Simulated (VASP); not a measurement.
# MgO in VASP: further runs

MgO is run at these levels: PBEsol; tasks: single point.

Program: VASP 6.6.1. These are calculated values, not measurements. Logs are shortened: lines on timing, memory, paths and dates and some standing lists are left out, and cuts for length are marked.

## Step 1: The cell of the first run

The structure is trigonal, space group P3m1 (No. 156). The conventional cell has a = 2.938 Å, b = 2.938 Å, c = 2.680 Å, α = 90.00°, β = 90.00°, γ = 120.00°. Mg (site symmetry 3m) has 6 O at 2.10 to 2.22 Å and 2 Mg at 2.68 Å within 2.8 Å. Within 2.8 Å of O (site symmetry 3m) lie 6 Mg at 2.10 to 2.22 Å and 2 O at 2.68 Å.

## Step 2: Single point, PBEsol (atom 1 (Mg) moved by (+0.000, -0.100) A along y and z)

File INCAR:

```
SYSTEM = MgO
PREC     = Accurate       ! precision mode
ENCUT    = 520            ! plane-wave cutoff, eV
EDIFF    = 1E-6           ! SCF threshold, eV
ISMEAR   = 0              ! smearing method
SIGMA    = 0.05           ! smearing width, eV
LREAL    = .False.        ! projectors in reciprocal space
LASPH    = .True.         ! aspherical terms in the spheres
NELM     = 80             ! most SCF steps
ALGO     = Normal         ! electronic algorithm
ISIF     = 2              ! what is computed and relaxed
LWAVE    = .False.        ! write WAVECAR
LCHARG   = .False.        ! write CHGCAR
GGA      = PS             ! functional
NBANDS   = 11             ! bands
```

File KPOINTS:

```
regular mesh
0
Gamma
  9 9 8
  0 0 0
```

File POSCAR:

```
MgO
1.0
    2.9380209034      0.0000000000      0.0000000000
   -1.4690104517      2.5444007392      0.0000000000
    0.0000000000      0.0000000000      2.6796800000
Mg O
1 1
Direct
    0.0000000000      0.0000000000     -0.0373178887
    0.3333333333      0.6666666667      0.5000000000
```

Potentials or basis: VASP PAW PBE potentials, release 64 (Mg, O).

Command:

```sh
> cat potpaw_PBE.64/Mg/POTCAR potpaw_PBE.64/O/POTCAR > POTCAR
> mpirun -np 1 vasp_std > vasp.out
```

OUTCAR:

```text
SYSTEM = MgO
   PREC = Accurate
   ENCUT = 520
   EDIFF = 1E-6
   ISMEAR = 0
   LREAL = .False.
   LASPH = .True.
   NELM = 80
   ISIF = 2
   GGA = PS

 ion  position               nearest neighbor table
   1  0.000  0.000  0.963-   2 2.10   2 2.10   2 2.10   2 2.22   2 2.22   2 2.22
   2  0.333  0.667  0.500-   1 2.10   1 2.10   1 2.10   1 2.22   1 2.22   1 2.22

  LATTYP: Found a hexagonal cell.
 ALAT       =     2.9380209034
 C/A-ratio  =     0.9120697531

  Lattice vectors:

 A1 = (   2.9380209034,   0.0000000000,   0.0000000000)
 A2 = (  -1.4690104517,   2.5444007392,   0.0000000000)
 A3 = (   0.0000000000,   0.0000000000,   2.6796800000)

Analysis of symmetry for initial positions (statically):
=====================================================================
 Subroutine PRICEL returns:
 Original cell was already a primitive cell.

 Routine SETGRP: Setting up the symmetry group for a
 hexagonal supercell.

 Subroutine GETGRP returns: Found  6 space group operations
 (whereof  6 operations were pure point group operations)
 out of a pool of 24 trial point group operations.

The static configuration has the point symmetry C_3v.

Analysis of symmetry for dynamics (positions and initial velocities):
=====================================================================
 Subroutine PRICEL returns:
 Original cell was already a primitive cell.

 Routine SETGRP: Setting up the symmetry group for a
 hexagonal supercell.

 Subroutine GETGRP returns: Found  6 space group operations
 (whereof  6 operations were pure point group operations)
 out of a pool of 24 trial point group operations.

The dynamic configuration has the point symmetry C_3v.

 Subroutine INISYM returns: Found  6 space group operations
 (whereof  6 operations are pure point group operations),
 and found     1 'primitive' translations

----------------------------------------------------------------------------------------

                                     Primitive cell

  volume of cell :      20.0320

  direct lattice vectors                    reciprocal lattice vectors
     2.938020903  0.000000000  0.000000000     0.340365175  0.196509926  0.000000000
    -1.469010452  2.544400739  0.000000000     0.000000000  0.393019851  0.000000000
     0.000000000  0.000000000  2.679680000     0.000000000  0.000000000  0.373178887

  length of vectors
     2.938020903  2.938020903  2.679680000     0.393019851  0.393019851  0.373178887

  position of ions in fractional coordinates (direct lattice)
[... 82 lines left out ...]
   NSW    =      0    number of steps for IOM
   IBRION =     -1    ionic relax: 0-MD 1-quasi-New 2-CG
   NFREE  =      0    steps in history (QN), initial steepest desc. (CG)
   ISIF   =      2    stress and relaxation
   ISYM   =      2    0-nonsym 1-usesym 2-fastsym
   POTIM  = 0.5000    time-step for ionic-motion
   TEBEG  =    0.0;   TEEND  =   0.0 temperature during run
   PSTRESS=    0.0 pullay stress
   NELECT =       8.0000    total number of electrons
   NUPDOWN=      -1.0000    fix difference up-down
   EMIN   =  10.00;   EMAX   =-10.00  energy-range for DOS
   EFERMI =   0.00;   METHOD = LEGACY
   ISMEAR =     0;   SIGMA  =   0.05  broadening in eV -4-tet -1-fermi 0-gaus
   EFERMI_NEDOS =   21; number of points for ismear=-14 and -15
   IALGO  =     38    algorithm
   IMIX   =      4    mixing-type and parameters
     AMIX     =   0.40;   BMIX     =  1.00
     AMIX_MAG =   1.60;   BMIX_MAG =  1.00
  volume/ion in A,a.u.               =      10.02        67.59
  Fermi-wavevector in a.u.,A,eV,Ry     =   1.205583  2.278221 19.775115  1.453430
  Thomas-Fermi vector in A             =   2.341275
   LORBIT       =      0    0 simple, 1 ext, 2 COOP (PROOUT), +10 PAW based schemes
   GGA     = PS    functional components
   LHFCALC =     F    Hartree Fock is set to
   AEXX    =    0.0000 exact exchange contribution
   IVDW    =     0    specifies the selected vdW correction
   LEPSILON=     F    determine dielectric tensor
   LRPA    =     F    only Hartree local field effects (RPA)
 non-spin polarized calculation
 Gauss-broadening in eV      SIGMA  =   0.05
  energy-cutoff  :      520.00
  volume of cell :       20.03
 maximum number of plane-waves:       562
 NGX is ok and might be reduce to    24
   NGX = 11   NGY = 11   NGZ =  9

 number of electron       7.9999996 magnetization

 Free energy of the ion-electron system (eV)
  ---------------------------------------------------
  ext. energy  EPLUGINS =         0.00000000
  ---------------------------------------------------
  free energy    TOTEN  =       -11.79939990 eV

  energy without entropy =      -11.79939990  energy(sigma->0) =      -11.79939990

 E-fermi :   3.4727     XC(G=0): -10.9500

 val. band max:        3.1911508372   @ k =   0.3333   0.3333   0.0000
 cond. band min:       6.0990540211   @ k =   0.0000   0.0000   0.0000
 fundamental gap:      2.9079031839
 Fermi energy:         3.4727218664

 k-point     1 :       0.0000    0.0000    0.0000
  band No.  band energies     occupation
      1     -14.1966      2.00000
      2       2.5563      2.00000
      3       2.5563      2.00000
      4       2.7710      2.00000
      5       6.0991      0.00000
      6      14.9441      0.00000
      7      18.6341      0.00000
      8      18.6341      0.00000
      9      22.3679      0.00000
     10      24.4561      0.00000
     11      25.5864      0.00000
[... 309 lines left out ...]
 k-point    24 :      -0.1111    0.3333    0.1250
  band No.  band energies     occupation
      1     -13.4431      2.00000
      2      -0.2622      2.00000
      3       1.9049      2.00000
      4       2.2380      2.00000
      5       9.4528      0.00000
      6      14.0014      0.00000
      7      17.2801      0.00000
      8      19.0963      0.00000
      9      21.3797      0.00000
     10      24.4445      0.00000
     11      27.2830      0.00000

 [... further k-points ...]
[... 5 lines left out ...]
  --------------------------------------------------------------------------------------
  -------------------------------------------------------------------------------------
  Total       -0.4312763     -0.4312763     -0.4339583      0.0000000      0.0000000      0.0000000
  in kB      -34.4939410    -34.4939410    -34.7084562      0.0000000      0.0000000      0.0000000
  external PRESSURE =     -34.5654461 kB  Pullay stress =       0.0000000 kB

 VOLUME and BASIS-vectors are now :
 -----------------------------------------------------------------------------
  energy-cutoff  :      520.00
  volume of cell :       20.03
      direct lattice vectors                 reciprocal lattice vectors
     2.938020903  0.000000000  0.000000000     0.340365175  0.196509926  0.000000000
    -1.469010452  2.544400739  0.000000000     0.000000000  0.393019851  0.000000000
     0.000000000  0.000000000  2.679680000     0.000000000  0.000000000  0.373178887

 POSITION                                       TOTAL-FORCE (eV/Angst)
 -----------------------------------------------------------------------------------
      0.00000      0.00000      2.57968        -0.000000      0.000000      0.342304
     -0.00000      1.69627      1.33984         0.000000      0.000000     -0.342304
 -----------------------------------------------------------------------------------
    total drift:                                0.000000     -0.000000     -0.000238

  FREE ENERGIE OF THE ION-ELECTRON SYSTEM (eV)
  ---------------------------------------------------
  free  energy   TOTEN  =       -11.7993998981 eV

  energy  without entropy=      -11.7993998981  energy(sigma->0) =      -11.79939990
```

stdout:

```text
POSCAR found type information on POSCAR MgO
 POSCAR found :  2 types and       2 ions
 scaLAPACK will be used
 -----------------------------------------------------------------------------
|                                                                             |
|                                                                             |
|     You enforced a specific xc type in the INCAR file but a different       |
|     I HOPE YOU KNOW WHAT YOU ARE DOING!                                     |
|                                                                             |
 -----------------------------------------------------------------------------

 LDA part: xc-table for (Slater+PW92), standard interpolation
 POSCAR, INCAR and KPOINTS ok, starting setup
 FFT: planning ... GRIDC
 FFT: planning ... GRID_SOFT
 FFT: planning ... GRID
 WAVECAR not read
 entering main loop
```

It took 16 s on 1 thread of AMD EPYC 9R45 (Zen 5), shared host; peak memory 0.11 GiB.

What came out:

* Free energy: -11.7994 eV
* Pressure: -3.5 GPa
* Largest force: 0.342 eV/Å
* Band gap on the k mesh: 2.91 eV, indirect (least direct gap 3.33 eV)

Forces in eV/Å, atoms in the order of the input:
```
Mg   0.000  0.000  0.342
O    0.000  0.000 -0.342
```

Caveat: the cell differs from its parent crystal (atom 1 (Mg) moved by (+0.000, -0.100) A along y and z); the PAW data sets were made with another functional, which shifts forces and pressure a little. A k mesh can miss the band edges.

## Step 3: Single point, PBEsol (atom 1 (Mg) moved by (-0.100, +0.000) A along y and z)

File INCAR:

```
SYSTEM = MgO
ALGO     = Normal         ! electronic algorithm
EDIFF    = 1E-7           ! SCF threshold, eV
ENCUT    = 520            ! plane-wave cutoff, eV
GGA      = PS             ! functional
ISIF     = 2              ! what is computed and relaxed
ISMEAR   = 0              ! smearing method
LASPH    = .TRUE.         ! aspherical terms in the spheres
LCHARG   = .FALSE.        ! write CHGCAR
LREAL    = .FALSE.        ! projectors in reciprocal space
LWAVE    = .FALSE.        ! write WAVECAR
NBANDS   = 11             ! bands
NELM     = 80             ! most SCF steps
PREC     = Accurate       ! precision mode
SIGMA    = 0.05           ! smearing width, eV
```

File KPOINTS:

```
k-points
0
G
  9 9 8
  0 0 0
```

POSCAR, as its differences from that of step 2:

```diff
@@ -8,3 +8,3 @@
 Direct
-    0.0000000000      0.0000000000     -0.0373178887
+   -0.0196509926     -0.0393019851      0.0000000000
     0.3333333333      0.6666666667      0.5000000000
```

Potentials or basis: VASP PAW PBE potentials, release 64 (Mg, O).

Command:

```sh
> cat potpaw_PBE.64/Mg/POTCAR potpaw_PBE.64/O/POTCAR > POTCAR
> mpirun -np 1 vasp_std > vasp.out
```

OUTCAR:

```text
SYSTEM = MgO
   EDIFF = 1E-7
   ENCUT = 520
   GGA = PS
   ISIF = 2
   ISMEAR = 0
   LASPH = .TRUE.
   LREAL = .FALSE.
   NELM = 80
   PREC = Accurate

 ion  position               nearest neighbor table
   1  0.980  0.961  0.000-   2 2.12   2 2.12   2 2.12   2 2.12   2 2.24   2 2.24
   2  0.333  0.667  0.500-   1 2.12   1 2.12   1 2.12   1 2.12   1 2.24   1 2.24

  LATTYP: Found a hexagonal cell.
 ALAT       =     2.9380209034
 C/A-ratio  =     0.9120697531

  Lattice vectors:

 A1 = (   2.9380209034,   0.0000000000,   0.0000000000)
 A2 = (  -1.4690104517,   2.5444007392,   0.0000000000)
 A3 = (   0.0000000000,   0.0000000000,   2.6796800000)

Analysis of symmetry for initial positions (statically):
=====================================================================
 Subroutine PRICEL returns:
 Original cell was already a primitive cell.

 Routine SETGRP: Setting up the symmetry group for a
 hexagonal supercell.

 Subroutine GETGRP returns: Found  4 space group operations
 (whereof  4 operations were pure point group operations)
 out of a pool of 24 trial point group operations.

The static configuration has the point symmetry C_2v.

Analysis of symmetry for dynamics (positions and initial velocities):
[... 166 lines left out ...]

 k-point     1 :       0.0000    0.0000    0.0000
  band No.  band energies     occupation
      1     -14.1932      2.00000
      2       2.5121      2.00000
      3       2.6400      2.00000
      4       2.7683      2.00000
      5       6.0939      0.00000
      6      14.8724      0.00000
      7      18.4768      0.00000
      8      18.8049      0.00000
      9      22.8063      0.00000
     10      23.9329      0.00000
     11      25.2294      0.00000
[... 309 lines left out ...]
 k-point    24 :       0.4444    0.3333    0.0000
  band No.  band energies     occupation
      1     -13.0628      2.00000
      2      -1.2018      2.00000
      3       0.5038      2.00000
      4       3.1378      2.00000
      5      10.9498      0.00000
      6      13.5103      0.00000
      7      15.8335      0.00000
      8      21.9624      0.00000
      9      22.4256      0.00000
     10      24.4907      0.00000
     11      24.9417      0.00000

 [... further k-points ...]
[... 5 lines left out ...]
  --------------------------------------------------------------------------------------
  -------------------------------------------------------------------------------------
  Total       -0.5061044     -0.4413803     -0.4753372      0.0000000      0.0000000      0.0000000
  in kB      -40.4787729    -35.3020736    -38.0179809      0.0000000      0.0000000      0.0000000
  external PRESSURE =     -37.9329425 kB  Pullay stress =       0.0000000 kB

 VOLUME and BASIS-vectors are now :
 -----------------------------------------------------------------------------
  energy-cutoff  :      520.00
  volume of cell :       20.03
      direct lattice vectors                 reciprocal lattice vectors
     2.938020903  0.000000000  0.000000000     0.340365175  0.196509926  0.000000000
    -1.469010452  2.544400739  0.000000000     0.000000000  0.393019851  0.000000000
     0.000000000  0.000000000  2.679680000     0.000000000  0.000000000  0.373178887

 POSITION                                       TOTAL-FORCE (eV/Angst)
 -----------------------------------------------------------------------------------
      1.46901      2.44440      0.00000         0.000000      0.273423      0.000000
     -0.00000      1.69627      1.33984        -0.000000     -0.273423      0.000000
 -----------------------------------------------------------------------------------
    total drift:                                0.000000     -0.000153      0.000000

  FREE ENERGIE OF THE ION-ELECTRON SYSTEM (eV)
  ---------------------------------------------------
  free  energy   TOTEN  =       -11.8018370744 eV

  energy  without entropy=      -11.8018370744  energy(sigma->0) =      -11.80183707
```

OSZICAR:

```text
N       E                     dE             d eps       ncg     rms          rms(c)
DAV:   1     0.146305819344E+02    0.14631E+02   -0.44929E+03  3110   0.636E+02
DAV:   2    -0.127227340601E+02   -0.27353E+02   -0.26549E+02  3204   0.134E+02
DAV:   3    -0.133776433297E+02   -0.65491E+00   -0.65436E+00  3278   0.184E+01
DAV:   4    -0.133793783461E+02   -0.17350E-02   -0.17350E-02  3039   0.108E+00
DAV:   5    -0.133793844549E+02   -0.61088E-05   -0.61088E-05  3242   0.624E-02    0.684E+00
DAV:   6    -0.118699920306E+02    0.15094E+01   -0.86700E+00  2774   0.156E+01    0.238E+00
DAV:   7    -0.118269489119E+02    0.43043E-01   -0.74371E-02  3065   0.235E+00    0.135E+00
DAV:   8    -0.118022897511E+02    0.24659E-01   -0.37962E-02  2822   0.200E+00    0.255E-01
DAV:   9    -0.118020117254E+02    0.27803E-03   -0.27129E-04  3261   0.123E-01    0.188E-01
DAV:  10    -0.118018394325E+02    0.17229E-03   -0.62644E-04  2882   0.203E-01    0.152E-02
DAV:  11    -0.118018367623E+02    0.26702E-05   -0.12554E-05  3062   0.238E-02    0.721E-03
DAV:  12    -0.118018370910E+02   -0.32872E-06   -0.18990E-06  3085   0.106E-02    0.259E-03
DAV:  13    -0.118018370744E+02    0.16672E-07   -0.18176E-07  1675   0.275E-03
   1 F= -.11801837E+02 E0= -.11801837E+02  d E =-.514116E-16
```

Wall time 20 s (1 thread of AMD EPYC 9R45 (Zen 5), shared host); peak memory 0.12 GiB.

Results:

```
Free energy            : -11.8018 eV
Pressure               : -3.8 GPa
Largest force          : 0.273 eV/Å
Band gap on the k mesh : 2.89 eV, indirect (least direct gap 3.33 eV)
```

Forces in eV/Å, atoms in the order of the input:
```
Mg   0.000  0.273  0.000
O    0.000 -0.273  0.000
```

Levels at points of the mesh, in eV from the valence-band top:
```
           k point  band 2  band 3  band 4  band 5  band 6  band 7
(0.00, 0.00, 0.00)   -0.69   -0.57   -0.44    2.89   11.67   15.27
(0.00, 0.00, 0.50)   -5.43   -0.24    0.00    8.13    8.86   17.40
```

Caveat: the cell differs from its parent crystal (atom 1 (Mg) moved by (-0.100, +0.000) A along y and z); the PAW data sets were made with another functional, which shifts forces and pressure a little.
